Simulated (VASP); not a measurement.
A run of VASP 6.6.1:

The input INCAR:

```
PREC = Accurate
ENCUT = 520
EDIFF = 1E-7
ISMEAR = 0
SIGMA = 0.1
LREAL = F
LASPH = T
NELM = 100
ALGO = Normal
ISIF = 2
LWAVE = F
LCHARG = F
GGA = PE
NBANDS = 20
```

KPOINTS

```
regular mesh
0
Gamma
  12 12 8
```

POSCAR

```
Ca2O
1.0
    3.7787518236      0.0000000000      0.0000000000
    0.0000000000      3.7787518236      0.0000000000
    0.0000000000      0.0000000000      5.7694688623
Ca O
2 1
Direct
    0.0000000000      0.5000000000      0.7147478760
    0.5000000000      0.0000000000      0.2852521240
    0.5000000000      0.5000000000      0.5000000000
```

Potentials or basis: VASP PAW PBE potentials, release 64 (Ca_sv, O).

Launch:

```console
$ cat potpaw_PBE.64/Ca_sv/POTCAR potpaw_PBE.64/O/POTCAR > POTCAR
$ mpirun -np 1 vasp_std > vasp.out
```

Hardware: 1 thread of Oxide Virtual Turin-like Processor, with other jobs on the host.

**Question.** Estimate the wall time of this run.

**Answer.** Run time: 3.4 min on 1 thread of Oxide Virtual Turin-like Processor (shared host), peak memory 0.3 GiB. Counts: scf iterations 16, k points 140.
